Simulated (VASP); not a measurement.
# AgI (P6_3mc) in VASP: single point with PBE

Aim: the single point of AgI with PBE.

All numbers are computed with VASP 6.6.1; they aren't measurements. Logs are shortened: lines on timing, memory, paths and dates and some standing lists are left out, and cuts for length are marked.

### Step 1. The cell of the first run

It takes space group P6_3mc (No. 186, hexagonal). Conventional cell: a = 4.747 Å, b = 4.747 Å, c = 7.764 Å, α = 90.00°, β = 90.00°, γ = 120.00°. Ag (site symmetry 3m) has 4 I at 2.91 Å within 3.8 Å. I (site symmetry 3m) has 4 Ag at 2.91 Å within 3.8 Å.

### Step 2. Single point, PBE (37.87 Å³/atom)

Input file INCAR:

```
SYSTEM = AgI
  ALGO = Normal
  EDIFF = 1E-6
  ENCUT = 500
  GGA = PE
  GGA_COMPAT = .FALSE.
  ISIF = 2
  ISMEAR = 0
  LASPH = .TRUE.
  LCHARG = .FALSE.
  LREAL = .FALSE.
  LWAVE = .FALSE.
  NBANDS = 26
  NELM = 120
  PREC = Accurate
  SIGMA = 0.05
```

Input file KPOINTS:

```
k-points
0
G
  8 8 6
  0 0 0
```

Input file POSCAR:

```
AgI
1.0
    4.7465909772      0.0000000000      0.0000000000
   -2.3732954886      4.1106683676      0.0000000000
    0.0000000000      0.0000000000      7.7641996710
Ag I
2 2
Direct
    0.3333333333      0.6666666667      0.0000948701
    0.6666666667      0.3333333333      0.5000948701
    0.3333333333      0.6666666667      0.3749051299
    0.6666666667      0.3333333333      0.8749051299
```

Potentials or basis: VASP PAW PBE potentials, release 64 (Ag, I).

Command:

```bash
cat potpaw_PBE.64/Ag/POTCAR potpaw_PBE.64/I/POTCAR > POTCAR
mpirun -np 1 vasp_std > vasp.out
```

OUTCAR:

```text
SYSTEM = AgI
   EDIFF = 1E-6
   ENCUT = 500
   GGA = PE
   ISIF = 2
   ISMEAR = 0
   LASPH = .TRUE.
   LREAL = .FALSE.
   NELM = 120
   PREC = Accurate

 ion  position               nearest neighbor table
   1  0.333  0.667  0.000-   4 2.91   4 2.91   4 2.91   3 2.91
   2  0.667  0.333  0.500-   3 2.91   3 2.91   3 2.91   4 2.91
   3  0.333  0.667  0.375-   2 2.91   2 2.91   2 2.91   1 2.91
   4  0.667  0.333  0.875-   1 2.91   1 2.91   1 2.91   2 2.91

  LATTYP: Found a hexagonal cell.
 ALAT       =     4.7465909772
 C/A-ratio  =     1.6357423061

  Lattice vectors:

 A1 = (   4.7465909772,   0.0000000000,   0.0000000000)
 A2 = (  -2.3732954886,   4.1106683676,   0.0000000000)
 A3 = (   0.0000000000,   0.0000000000,   7.7641996710)

Analysis of symmetry for initial positions (statically):
=====================================================================
 Subroutine PRICEL returns:
 Original cell was already a primitive cell.

 Routine SETGRP: Setting up the symmetry group for a
 hexagonal supercell.

 Subroutine GETGRP returns: Found 12 space group operations
 (whereof  6 operations were pure point group operations)
 out of a pool of 24 trial point group operations.

The static configuration has the point symmetry C_3v.
 The point group associated with its full space group is C_6v.

Analysis of symmetry for dynamics (positions and initial velocities):
=====================================================================
 Subroutine PRICEL returns:
 Original cell was already a primitive cell.

 Routine SETGRP: Setting up the symmetry group for a
 hexagonal supercell.

 Subroutine GETGRP returns: Found 12 space group operations
 (whereof  6 operations were pure point group operations)
 out of a pool of 24 trial point group operations.

The dynamic configuration has the point symmetry C_3v.
 The point group associated with its full space group is C_6v.

 Subroutine INISYM returns: Found 12 space group operations
 (whereof  6 operations are pure point group operations),
 and found     1 'primitive' translations

----------------------------------------------------------------------------------------

                                     Primitive cell

  volume of cell :     151.4924

  direct lattice vectors                    reciprocal lattice vectors
     4.746590977  0.000000000  0.000000000     0.210677517  0.121634721  0.000000000
    -2.373295489  4.110668368  0.000000000     0.000000000  0.243269442  0.000000000
     0.000000000  0.000000000  7.764199671     0.000000000  0.000000000  0.128796276

  length of vectors
     4.746590977  4.746590977  7.764199671     0.243269442  0.243269442  0.128796276

  position of ions in fractional coordinates (direct lattice)
     0.333333333  0.666666667  0.000094870
     0.666666667  0.333333333  0.500094870
     0.333333333  0.666666667  0.374905130
     0.666666667  0.333333333  0.874905130

  ion indices of the primitive-cell ions
   primitive index   ion index
                 1           1
                 2           2
                 3           3
                 4           4

----------------------------------------------------------------------------------------

 KPOINTS: k-points

Automatic generation of k-mesh.
 Grid dimensions read from file:
 generate k-points for:    8    8    6

 Generating k-lattice:

  Cartesian coordinates                     Fractional coordinates (reciprocal lattice)
     0.026334690  0.015204340  0.000000000     0.125000000  0.000000000  0.000000000
     0.000000000  0.030408680  0.000000000     0.000000000  0.125000000  0.000000000
     0.000000000  0.000000000  0.021466046     0.000000000  0.000000000  0.166666667

  Length of vectors
     0.030408680  0.030408680  0.021466046

  Shift w.r.t. Gamma in fractional coordinates (k-lattice)
     0.000000000  0.000000000  0.000000000

 Subroutine IBZKPT returns following result:
 ===========================================

 Found     40 irreducible k-points:

 Following reciprocal coordinates:
            Coordinates               Weight
  0.000000  0.000000  0.000000      1.000000
  0.125000  0.000000  0.000000      6.000000
  0.250000  0.000000  0.000000      6.000000
  0.375000  0.000000  0.000000      6.000000
  0.500000  0.000000  0.000000      3.000000
  0.125000  0.125000  0.000000      6.000000
[... 16 lines left out ...]
  0.250000  0.000000  0.333333     12.000000
  0.375000  0.000000  0.333333     12.000000
 [... further k-points ...]
   k-points           NKPTS =     40   k-points in BZ     NKDIM =     40   number of bands    NBANDS=     26
   number of dos      NEDOS =    301   number of ions     NIONS =      4
   total plane-waves  NPLWV =  77760
   dimension x,y,z NGX =    36 NGY =   36 NGZ =   60
   dimension x,y,z NGXF=    72 NGYF=   72 NGZF=  120
   ions per type =               2   2
   NGX,Y,Z   is equivalent  to a cutoff of  12.61, 12.61, 12.85 a.u.
   NGXF,Y,Z  is equivalent  to a cutoff of  25.22, 25.22, 25.69 a.u.
 SYSTEM =  AgI
   PREC   = accura    normal or accurate (medium, high low for compatibility)
   ISTART =      0    job   : 0-new  1-cont  2-samecut
   ICHARG =      2    charge: 1-file 2-atom 10-const
   ISPIN  =      1    spin polarized calculation?
   LNONCOLLINEAR =      F non collinear calculations
   LSORBIT =      F    spin-orbit coupling
   LASPH  =      T    aspherical Exc in radial PAW
   ENCUT  =  500.0 eV  36.75 Ry    6.06 a.u.   8.65  8.65 14.16*2*pi/ulx,y,z
   NELM   =    120;   NELMIN=  2; NELMDL= -5     # of ELM steps
   EDIFF  = 0.1E-05   stopping-criterion for ELM
   LREAL  =      F    real-space projection
   EDIFFG = 0.1E-04   stopping-criterion for IOM
   NSW    =      0    number of steps for IOM
   IBRION =     -1    ionic relax: 0-MD 1-quasi-New 2-CG
   NFREE  =      0    steps in history (QN), initial steepest desc. (CG)
   ISIF   =      2    stress and relaxation
   ISYM   =      2    0-nonsym 1-usesym 2-fastsym
   POTIM  = 0.5000    time-step for ionic-motion
   TEBEG  =    0.0;   TEEND  =   0.0 temperature during run
   PSTRESS=    0.0 pullay stress
   NELECT =      36.0000    total number of electrons
   NUPDOWN=      -1.0000    fix difference up-down
   EMIN   =  10.00;   EMAX   =-10.00  energy-range for DOS
   EFERMI =   0.00;   METHOD = LEGACY
   ISMEAR =     0;   SIGMA  =   0.05  broadening in eV -4-tet -1-fermi 0-gaus
   EFERMI_NEDOS =   21; number of points for ismear=-14 and -15
   IALGO  =     38    algorithm
   IMIX   =      4    mixing-type and parameters
     AMIX     =   0.40;   BMIX     =  1.00
     AMIX_MAG =   1.60;   BMIX_MAG =  1.00
  volume/ion in A,a.u.               =      37.87       255.58
  Fermi-wavevector in a.u.,A,eV,Ry     =   1.014017  1.916215 13.989932  1.028231
  Thomas-Fermi vector in A             =   2.147220
   LORBIT       =      0    0 simple, 1 ext, 2 COOP (PROOUT), +10 PAW based schemes
   GGA     = PE    functional components
   LHFCALC =     F    Hartree Fock is set to
   AEXX    =    0.0000 exact exchange contribution
   IVDW    =     0    specifies the selected vdW correction
   LEPSILON=     F    determine dielectric tensor
   LRPA    =     F    only Hartree local field effects (RPA)
 non-spin polarized calculation
 Gauss-broadening in eV      SIGMA  =   0.05
  energy-cutoff  :      500.00
  volume of cell :      151.49
 maximum number of plane-waves:      3863
 NGX is ok and might be reduce to    36
   NGX = 17   NGY = 17   NGZ = 29

 number of electron      36.0000002 magnetization

 Free energy of the ion-electron system (eV)
  ---------------------------------------------------
  ext. energy  EPLUGINS =         0.00000000
  ---------------------------------------------------
  free energy    TOTEN  =        -9.56269746 eV

  energy without entropy =       -9.56269746  energy(sigma->0) =       -9.56269746

 E-fermi :   2.2651     XC(G=0):  -7.9696

 val. band max:        2.0658909932   @ k =   0.0000   0.0000   0.0000
 cond. band min:       3.4358160583   @ k =   0.0000   0.0000   0.0000
 fundamental gap:      1.3699250651
 Fermi energy:         2.2651092462

 k-point     1 :       0.0000    0.0000    0.0000
  band No.  band energies     occupation
      1     -10.2199      2.00000
      2     -10.0020      2.00000
      3      -1.5741      2.00000
      4      -1.5717      2.00000
      5      -1.5717      2.00000
      6      -1.4483      2.00000
[... 18 lines left out ...]
     25       8.7904      0.00000
     26       9.1700      0.00000

 k-point     2 :       0.1250    0.0000    0.0000
  band No.  band energies     occupation
      1     -10.1925      2.00000
      2      -9.9884      2.00000
      3      -1.5942      2.00000
      4      -1.5515      2.00000
      5      -1.5493      2.00000
      6      -1.4500      2.00000
[... 18 lines left out ...]
     25       8.9931      0.00000
     26       9.0601      0.00000

 k-point     3 :       0.2500    0.0000    0.0000
  band No.  band energies     occupation
      1     -10.1225      2.00000
      2      -9.9579      2.00000
      3      -1.6381      2.00000
      4      -1.5233      2.00000
      5      -1.4970      2.00000
      6      -1.4143      2.00000
[... 18 lines left out ...]
     25       9.0958      0.00000
     26       9.6022      0.00000

 k-point     4 :       0.3750    0.0000    0.0000
  band No.  band energies     occupation
      1     -10.0430      2.00000
      2      -9.9345      2.00000
      3      -1.6524      2.00000
      4      -1.5252      2.00000
      5      -1.4488      2.00000
      6      -1.3145      2.00000
[... 18 lines left out ...]
     25       9.4936      0.00000
     26      10.0973      0.00000

 k-point     5 :       0.5000    0.0000    0.0000
  band No.  band energies     occupation
      1     -10.0031      2.00000
      2      -9.9310      2.00000
      3      -1.6398      2.00000
      4      -1.5270      2.00000
      5      -1.4304      2.00000
      6      -1.2702      2.00000
[... 18 lines left out ...]
     25       9.4975      0.00000
     26      11.0048      0.00000

 k-point     6 :       0.1250    0.1250    0.0000
  band No.  band energies     occupation
      1     -10.1437      2.00000
      2      -9.9664      2.00000
      3      -1.6080      2.00000
      4      -1.5372      2.00000
      5      -1.5159      2.00000
      6      -1.4378      2.00000
[... 427 lines left out ...]
 k-point    21 :       0.0000    0.0000    0.3333
  band No.  band energies     occupation
      1     -10.1669      2.00000
      2     -10.0579      2.00000
      3      -1.6114      2.00000
      4      -1.5848      2.00000
      5      -1.5467      2.00000
      6      -1.5467      2.00000
[... 18 lines left out ...]
     25       8.4745      0.00000
     26       8.4745      0.00000

 k-point    22 :       0.1250    0.0000    0.3333
  band No.  band energies     occupation
      1     -10.1426      2.00000
      2     -10.0406      2.00000
      3      -1.6344      2.00000
      4      -1.5951      2.00000
      5      -1.5218      2.00000
      6      -1.5156      2.00000
[... 18 lines left out ...]
     25       8.7146      0.00000
     26       8.7218      0.00000

 k-point    23 :       0.2500    0.0000    0.3333
  band No.  band energies     occupation
      1     -10.0817      2.00000
      2      -9.9994      2.00000
      3      -1.6787      2.00000
      4      -1.6216      2.00000
      5      -1.4612      2.00000
      6      -1.4338      2.00000
[... 18 lines left out ...]
     25       8.8549      0.00000
     26       9.3392      0.00000

 k-point    24 :       0.3750    0.0000    0.3333
  band No.  band energies     occupation
      1     -10.0154      2.00000
      2      -9.9612      2.00000
      3      -1.7026      2.00000
      4      -1.6481      2.00000
      5      -1.4013      2.00000
      6      -1.3283      2.00000
[... 18 lines left out ...]
     25       9.1997      0.00000
     26       9.9723      0.00000

 [... further k-points ...]
[... 5 lines left out ...]
  --------------------------------------------------------------------------------------
  -------------------------------------------------------------------------------------
  Total       -0.9651614     -0.9651614     -0.9747116      0.0000000      0.0000000      0.0000000
  in kB      -10.2075043    -10.2075043    -10.3085075      0.0000000      0.0000000      0.0000000
  external PRESSURE =     -10.2411720 kB  Pullay stress =       0.0000000 kB

 VOLUME and BASIS-vectors are now :
 -----------------------------------------------------------------------------
  energy-cutoff  :      500.00
  volume of cell :      151.49
      direct lattice vectors                 reciprocal lattice vectors
     4.746590977  0.000000000  0.000000000     0.210677517  0.121634721  0.000000000
    -2.373295489  4.110668368  0.000000000     0.000000000  0.243269442  0.000000000
     0.000000000  0.000000000  7.764199671     0.000000000  0.000000000  0.128796276

 POSITION                                       TOTAL-FORCE (eV/Angst)
 -----------------------------------------------------------------------------------
     -0.00000      2.74045      0.00074        -0.000000     -0.000000     -0.002040
      2.37330      1.37022      3.88284         0.000000      0.000000     -0.002040
     -0.00000      2.74045      2.91084         0.000000     -0.000000      0.002040
      2.37330      1.37022      6.79294        -0.000000      0.000000      0.002040
 -----------------------------------------------------------------------------------
    total drift:                               -0.000000     -0.000000      0.001536

  FREE ENERGIE OF THE ION-ELECTRON SYSTEM (eV)
  ---------------------------------------------------
  free  energy   TOTEN  =        -9.5626974553 eV

  energy  without entropy=       -9.5626974553  energy(sigma->0) =       -9.56269746
```

Run time: 53 s. Hardware: 1 thread of Intel Xeon 6975P-C (Granite Rapids), shared host; peak memory 0.33 GiB.

Results:

```
Free energy            : -9.5627 eV
Pressure               : -1.0 GPa
Band gap on the k mesh : 1.37 eV
```

Forces in eV/Å, atoms in the order of the input:
```
Ag   0.000  0.000 -0.002
Ag   0.000  0.000 -0.002
I    0.000  0.000  0.002
I    0.000  0.000  0.002
```

Levels at points of the mesh, in eV from the valence-band top:
```csv
k point,band 16,band 17,band 18,band 19,band 20,band 21
"(0.00, 0.00, 0.00)",-0.05,0.00,0.00,1.37,2.69,5.91
"(0.50, 0.00, 0.00)",-1.48,-0.84,-0.59,3.29,3.68,4.96
"(0.00, 0.00, 0.50)",-0.30,-0.30,-0.30,2.62,2.62,5.65
"(0.50, 0.00, 0.50)",-1.03,-1.03,-1.03,3.32,3.32,4.98
```

Caveat: spin-orbit coupling is left out, which moves the levels of the heavy elements.
